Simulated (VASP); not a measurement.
Write the native input for VASP 6.6.1 that does the following.

- Task: relaxation of cell and atoms
- Functional: PBEsol
- Potentials or basis: VASP PAW PBE potentials, release 64 (Ba_sv, H)
- Cutoff: 600 eV
- k mesh: 7 × 7 × 5
- Occupations: fermi-dirac, width 0.05 eV
- Spin: no spin polarisation
- Dipole correction: no
- Further INCAR settings: ALGO = Normal; EDIFF = 1e-06; IBRION = 2; EDIFFG = -0.01; NSW = 60; ISIF = 3

The structure of BaH2 lies in POSCAR:

```
BaH2
1.0
    4.4620250523      0.0000000000      0.0000000000
   -2.2310125262      3.8642270477      0.0000000000
    0.0000000000      0.0000000000      6.0552925900
Ba H
2 4
Direct
    0.3333333333      0.6666666667      0.2500000000
    0.6666666667      0.3333333333      0.7500000000
    0.0000000000      0.0000000000      0.0000000000
    0.0000000000      0.0000000000      0.5000000000
    0.6666666667      0.3333333333      0.2500000000
    0.3333333333      0.6666666667      0.7500000000
```

The input as run:

INCAR

```
PREC     = Accurate       # precision mode
ENCUT    = 600            # plane-wave cutoff, eV
EDIFF    = 1E-6           # SCF threshold, eV
ISMEAR   = -1             # smearing method
SIGMA    = 0.05           # smearing width, eV
LREAL    = False          # projectors in reciprocal space
LASPH    = True           # aspherical terms in the spheres
NELM     = 100            # most SCF steps
ALGO     = Normal         # electronic algorithm
ISIF     = 3              # what is computed and relaxed
LWAVE    = False          # write WAVECAR
LCHARG   = False          # write CHGCAR
GGA      = PS             # functional
IBRION   = 2              # ionic algorithm
NSW      = 60             # ionic steps
EDIFFG   = -0.01          # ionic threshold
```

KPOINTS

```
Automatic mesh
0
Gamma
  7 7 5
```

Potentials or basis: VASP PAW PBE potentials, release 64 (Ba_sv, H).

Run with:

```sh
$ cat potpaw_PBE.64/Ba_sv/POTCAR potpaw_PBE.64/H/POTCAR > POTCAR
$ mpirun -np 1 vasp_std > vasp.out
```

Results of the run:

```yaml
Relaxed_volume: 16.44 Å³/atom
Relaxed_cell: a = 4.407 Å, b = 4.407 Å, c = 5.866 Å, α = 90.00°, β = 90.00°, γ = 120.00°
Space_group_after_relaxing_to_0.1_Å: P6_3/mmc (No. 194)
Energy_gained_by_relaxing: 5.4 meV/atom
Ionic_steps: 6
Pressure_after_relaxing: 0.0 GPa
Band_gap_on_the_k_mesh: 1.75 eV (least direct gap 2.45 eV)
```

Caveat: the PAW data sets were made with another functional, which shifts forces and pressure a little; spin-orbit coupling is left out, which moves the levels of the heavy elements; an odd mesh through Γ misses points on the zone boundary, where band edges can lie.

It took 4.1 min on 1 thread of Intel Xeon 8259CL, on a shared host, peak memory 0.28 GiB.
